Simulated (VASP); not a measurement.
# SiC (I-4m2) in VASP: a series of runs, part 2 of 2

VASP 6.6.1. Earlier steps stand in the parts before.

**4. Single point, r2SCAN (in-plane strain -0.005, then relaxed in part)**

File POSCAR:

```
SiC
1.0
    2.1672791796      2.1672791796      0.0000000000
   -2.1672791796      2.1672791796      0.0000000000
    0.0000000000      2.1672791796      2.1850491410
Si C
1 1
Direct
    0.0000000000      0.0000000000      0.0000000000
    0.7500000000      0.2500000000      0.5000000000
```

File INCAR.step1:

```
SYSTEM = SiC
ALGO     = Normal         ! electronic algorithm
EDIFF    = 1E-4           ! SCF threshold, eV
ENCUT    = 520            ! plane-wave cutoff, eV
GGA      = PE             ! functional
ISMEAR   = 0              ! smearing method
LASPH    = .True.         ! aspherical terms in the spheres
LCHARG   = .False.        ! write CHGCAR
LREAL    = .False.        ! projectors in reciprocal space
LWAVE    = .True.         ! write WAVECAR
NBANDS   = 11             ! bands
NELM     = 60             ! most SCF steps
PREC     = Accurate       ! precision mode
SIGMA    = 0.01           ! smearing width, eV
```

File INCAR.step2:

```
SYSTEM = SiC
ALGO     = Normal         ! electronic algorithm
EDIFF    = 1E-6           ! SCF threshold, eV
ENCUT    = 520            ! plane-wave cutoff, eV
ISIF     = 2              ! what is computed and relaxed
ISMEAR   = 0              ! smearing method
ISTART   = 1            
LASPH    = .True.         ! aspherical terms in the spheres
LCHARG   = .True.         ! write CHGCAR
LELF     = .True.         ! ELF
LMIXTAU  = .True.       
LREAL    = .False.        ! projectors in reciprocal space
LVHAR    = .True.       
LWAVE    = .False.        ! write WAVECAR
METAGGA  = R2SCAN         ! meta-GGA
NBANDS   = 11             ! bands
NELM     = 60             ! most SCF steps
PREC     = Accurate       ! precision mode
SIGMA    = 0.01           ! smearing width, eV
```

File KPOINTS:

```
k-points
0
Gamma
  10 10 10
  0 0 0
```

Potentials or basis: VASP PAW PBE potentials, release 64 (Si, C).

On the command line:

```bash
cat potpaw_PBE.64/Si/POTCAR potpaw_PBE.64/C/POTCAR > POTCAR
cp INCAR.step1 INCAR
mpirun -np 1 vasp_std > vasp.out
cp INCAR.step2 INCAR
mpirun -np 1 vasp_std > vasp.out
```

OUTCAR:

```text
SYSTEM = SiC
   EDIFF = 1E-6
   ENCUT = 520
   ISIF = 2
   ISMEAR = 0
   ISTART = 1
   LASPH = .True.
   LREAL = .False.
   METAGGA = R2SCAN
   NELM = 60
   PREC = Accurate

 ion  position               nearest neighbor table
   1  0.000  0.000  0.000-   2 1.88   2 1.88   2 1.88   2 1.88
   2  0.750  0.250  0.500-   1 1.88   1 1.88   1 1.88   1 1.88

  LATTYP: Found a body centered tetragonal cell.
 ALAT       =     3.0649956092
 C/A-ratio  =     1.4258089861

  Lattice vectors:

 A1 = (   2.1672791796,   0.0000000000,  -2.1850491410)
 A2 = (  -2.1672791796,   0.0000000000,  -2.1850491410)
 A3 = (   0.0000000000,   2.1672791796,   2.1850491410)

Analysis of symmetry for initial positions (statically):
=====================================================================
 Subroutine PRICEL returns:
 Original cell was already a primitive cell.

 Routine SETGRP: Setting up the symmetry group for a
 body centered tetragonal supercell.

 Subroutine GETGRP returns: Found  8 space group operations
 (whereof  8 operations were pure point group operations)
 out of a pool of 16 trial point group operations.

The static configuration has the point symmetry D_2d.

Analysis of symmetry for dynamics (positions and initial velocities):
=====================================================================
 Subroutine PRICEL returns:
 Original cell was already a primitive cell.

 Routine SETGRP: Setting up the symmetry group for a
 body centered tetragonal supercell.

 Subroutine GETGRP returns: Found  8 space group operations
 (whereof  8 operations were pure point group operations)
 out of a pool of 16 trial point group operations.

The dynamic configuration has the point symmetry D_2d.

 Subroutine INISYM returns: Found  8 space group operations
 (whereof  8 operations are pure point group operations),
 and found     1 'primitive' translations

----------------------------------------------------------------------------------------

                                     Primitive cell

  volume of cell :      20.5268

  direct lattice vectors                    reciprocal lattice vectors
     2.167279180  2.167279180  0.000000000     0.230704011  0.230704011 -0.228827806
    -2.167279180  2.167279180  0.000000000    -0.230704011  0.230704011 -0.228827806
     0.000000000  2.167279180  2.185049141     0.000000000  0.000000000  0.457655611

  length of vectors
     3.064995609  3.064995609  3.077586520     0.398510785  0.398510785  0.457655611

  position of ions in fractional coordinates (direct lattice)
     0.000000000  0.000000000  0.000000000
     0.750000000  0.250000000  0.500000000

  ion indices of the primitive-cell ions
   primitive index   ion index
                 1           1
                 2           2

----------------------------------------------------------------------------------------

 KPOINTS: k-points

Automatic generation of k-mesh.
 Grid dimensions read from file:
 generate k-points for:   10   10   10

 Generating k-lattice:

  Cartesian coordinates                     Fractional coordinates (reciprocal lattice)
     0.023070401  0.023070401 -0.022882781     0.100000000  0.000000000 -0.000000000
    -0.023070401  0.023070401 -0.022882781     0.000000000  0.100000000 -0.000000000
     0.000000000  0.000000000  0.045765561     0.000000000  0.000000000  0.100000000

  Length of vectors
     0.039851079  0.039851079  0.045765561

  Shift w.r.t. Gamma in fractional coordinates (k-lattice)
     0.000000000  0.000000000  0.000000000

 Subroutine IBZKPT returns following result:
 ===========================================

 Found    102 irreducible k-points:

 Following reciprocal coordinates:
            Coordinates               Weight
  0.000000  0.000000  0.000000      1.000000
  0.100000  0.000000 -0.000000      8.000000
  0.200000  0.000000 -0.000000      8.000000
  0.300000  0.000000  0.000000      8.000000
  0.400000  0.000000  0.000000      8.000000
  0.500000  0.000000  0.000000      4.000000
[... 16 lines left out ...]
  0.300000  0.300000  0.000000      8.000000
  0.400000  0.300000 -0.000000     16.000000
 [... further k-points ...]
   k-points           NKPTS =    102   k-points in BZ     NKDIM =    102   number of bands    NBANDS=     11
   number of dos      NEDOS =    301   number of ions     NIONS =      2
   total plane-waves  NPLWV =  13824
   dimension x,y,z NGX =    24 NGY =   24 NGZ =   24
   dimension x,y,z NGXF=    48 NGYF=   48 NGZF=   48
   ions per type =               1   1
   NGX,Y,Z   is equivalent  to a cutoff of  13.02, 13.02, 12.96 a.u.
   NGXF,Y,Z  is equivalent  to a cutoff of  26.04, 26.04, 25.93 a.u.
 SYSTEM =  SiC
   PREC   = accura    normal or accurate (medium, high low for compatibility)
   ISTART =      1    job   : 0-new  1-cont  2-samecut
   ICHARG =      0    charge: 1-file 2-atom 10-const
   ISPIN  =      1    spin polarized calculation?
   LNONCOLLINEAR =      F non collinear calculations
   LSORBIT =      F    spin-orbit coupling
   LASPH  =      T    aspherical Exc in radial PAW
   ENCUT  =  520.0 eV  38.22 Ry    6.18 a.u.   5.70  5.70  5.72*2*pi/ulx,y,z
   NELM   =     60;   NELMIN=  2; NELMDL=  0     # of ELM steps
   EDIFF  = 0.1E-05   stopping-criterion for ELM
   LREAL  =      F    real-space projection
[... 7 lines left out ...]
   TEBEG  =    0.0;   TEEND  =   0.0 temperature during run
   PSTRESS=    0.0 pullay stress
   NELECT =       8.0000    total number of electrons
   NUPDOWN=      -1.0000    fix difference up-down
   EMIN   =  10.00;   EMAX   =-10.00  energy-range for DOS
   EFERMI =   0.00;   METHOD = LEGACY
   ISMEAR =     0;   SIGMA  =   0.01  broadening in eV -4-tet -1-fermi 0-gaus
   EFERMI_NEDOS =   21; number of points for ismear=-14 and -15
   IALGO  =     38    algorithm
   IMIX   =      4    mixing-type and parameters
     AMIX     =   0.40;   BMIX     =  1.00
     AMIX_MAG =   1.60;   BMIX_MAG =  1.00
  volume/ion in A,a.u.               =      10.26        69.26
  Fermi-wavevector in a.u.,A,eV,Ry     =   1.195816  2.259765 19.456018  1.429977
  Thomas-Fermi vector in A             =   2.331772
   LORBIT       =      0    0 simple, 1 ext, 2 COOP (PROOUT), +10 PAW based schemes
   METAGGA = R2SCAN    functional components
   LHFCALC =     F    Hartree Fock is set to
   AEXX    =    0.0000 exact exchange contribution
   IVDW    =     0    specifies the selected vdW correction
   LEPSILON=     F    determine dielectric tensor
   LRPA    =     F    only Hartree local field effects (RPA)
 non-spin polarized calculation
 Gauss-broadening in eV      SIGMA  =   0.01
  energy-cutoff  :      520.00
  volume of cell :       20.53
 maximum number of plane-waves:       568
   NGX = 11   NGY = 11   NGZ = 11

 number of electron       8.0000001 magnetization

 Free energy of the ion-electron system (eV)
  ---------------------------------------------------
  ext. energy  EPLUGINS =         0.00000000
  ---------------------------------------------------
  free energy    TOTEN  =       -19.32557037 eV

  energy without entropy =      -19.32557037  energy(sigma->0) =      -19.32557037

 E-fermi :   8.1515     XC(G=0): -11.9705

 val. band max:        8.0917697405   @ k =   0.0000   0.0000   0.0000
 cond. band min:       9.7665051995   @ k =   0.5000   0.5000   0.0000
 fundamental gap:      1.6747354590
 Fermi energy:         8.1514895599

 k-point     1 :       0.0000    0.0000    0.0000
  band No.  band energies     occupation
      1      -8.1714      2.00000
      2       8.0333      2.00000
      3       8.0918      2.00000
      4       8.0918      2.00000
      5      15.0066      0.00000
      6      15.9734      0.00000
      7      15.9734      0.00000
      8      15.9969      0.00000
      9      23.1963      0.00000
     10      23.4611      0.00000
     11      25.9684      0.00000
[... 309 lines left out ...]
 k-point    24 :       0.4000    0.3000   -0.0000
  band No.  band energies     occupation
      1      -3.3554      2.00000
      2       0.4761      2.00000
      3       2.6561      2.00000
      4       5.6162      2.00000
      5      12.1353      0.00000
      6      17.4938      0.00000
      7      19.7697      0.00000
      8      20.4969      0.00000
      9      22.3984      0.00000
     10      24.5269      0.00000
     11      30.9859      0.00000

 [... further k-points ...]

------------------------ aborting loop because EDIFF is reached ----------------------------------------

  FORCE on cell =-STRESS in cart. coord.  units (eV):
  Direction    XX          YY          ZZ          XY          YZ          ZX
  --------------------------------------------------------------------------------------
  -------------------------------------------------------------------------------------
  Total        0.2774317      0.2774317     -0.0218306      0.0000000     -0.0000000      0.0000000
  in kB       21.6543832     21.6543832     -1.7039421      0.0000000     -0.0000000      0.0000000
  external PRESSURE =      13.8682747 kB  Pullay stress =       0.0000000 kB

 VOLUME and BASIS-vectors are now :
 -----------------------------------------------------------------------------
  energy-cutoff  :      520.00
  volume of cell :       20.53
      direct lattice vectors                 reciprocal lattice vectors
     2.167279180  2.167279180  0.000000000     0.230704011  0.230704011 -0.228827806
    -2.167279180  2.167279180  0.000000000    -0.230704011  0.230704011 -0.228827806
     0.000000000  2.167279180  2.185049141     0.000000000  0.000000000  0.457655611

 POSITION                                       TOTAL-FORCE (eV/Angst)
 -----------------------------------------------------------------------------------
      0.00000      0.00000      0.00000         0.000000      0.000000      0.000000
      1.08364      3.25092      1.09252        -0.000000     -0.000000      0.000000
 -----------------------------------------------------------------------------------
    total drift:                                0.000001      0.000000     -0.000000

  FREE ENERGIE OF THE ION-ELECTRON SYSTEM (eV)
  ---------------------------------------------------
  free  energy   TOTEN  =       -19.3255703681 eV

  energy  without entropy=      -19.3255703681  energy(sigma->0) =      -19.32557037
```

Run time: 1.7 min. Hardware: 1 thread of Intel Xeon 8259CL, shared host; peak memory 0.15 GiB.

Results:

```yaml
Free_energy: -19.3256 eV
Pressure: 1.4 GPa
Band_gap_on_the_k_mesh: 1.67 eV (least direct gap 5.06 eV)
```

Caveat: the cell differs from its parent crystal (in-plane strain -0.005, then relaxed in part); the PAW data sets were made with another functional, which shifts forces and pressure a little.

**5. The runs side by side**

```csv
cell,gap on the mesh (eV),pressure (GPa)
"a = 3.050, b = 3.050, c = 3.075 Å, angles 60.3, 60.3, 90.0°, 2 atoms",1.62,3.0
"a = 3.050, b = 3.050, c = 3.074 Å, angles 60.3, 60.3, 90.0°, 2 atoms",1.63,3.1
"a = 3.065, b = 3.065, c = 3.078 Å, angles 60.1, 60.1, 90.0°, 2 atoms",1.67,1.4
```

Alike in all rows: task single point; level r2SCAN; potentials or basis VASP PAW PBE potentials, release 64 (Si, C); no spin polarisation; k mesh 10 × 10 × 10; cutoff (eV) 520; smearing gaussian 0.01 eV.

Caveats: the PAW data sets were made with another functional, which shifts forces and pressure a little; the cell stands under pressure (at least some runs).

Absolute energies hang on the potentials; compare differences alone.
